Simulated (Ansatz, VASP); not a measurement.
H: VASP beside Ansatz

```
H
1.0
     7.17414    0.00000    0.00000
    -3.58707    6.21299    0.00000
     0.00000    0.00000   28.23286
H
2
Direct
  0.74222 0.38538 0.66587
  0.64160 0.34253 0.68071
```

Alike in both runs: task single point; functional PBE; dispersion D3(BJ); k mesh 3 × 3 × 1; occupations gaussian, width 0.05 eV; no spin polarisation.

|  | VASP | Ansatz |
| --- | --- | --- |
| version | VASP 6.6.1 | Ansatz 0.2.0 |
| potentials or method | VASP PAW PBE potentials, release 64 (H), cutoff 520 eV | scalar-relativistic, plane waves, PAW |
| valence electrons in the cell | 2 | 2 |

```tsv
	VASP	Ansatz	Ansatz less VASP
gap on the k mesh at the Fermi level (eV)	10.06	10.05	-0.008
rms of the force components (eV/Å)	0.088	0.082	-0.0062
```

Atom by atom the forces differ by 0.006 eV/Å (rms over components).
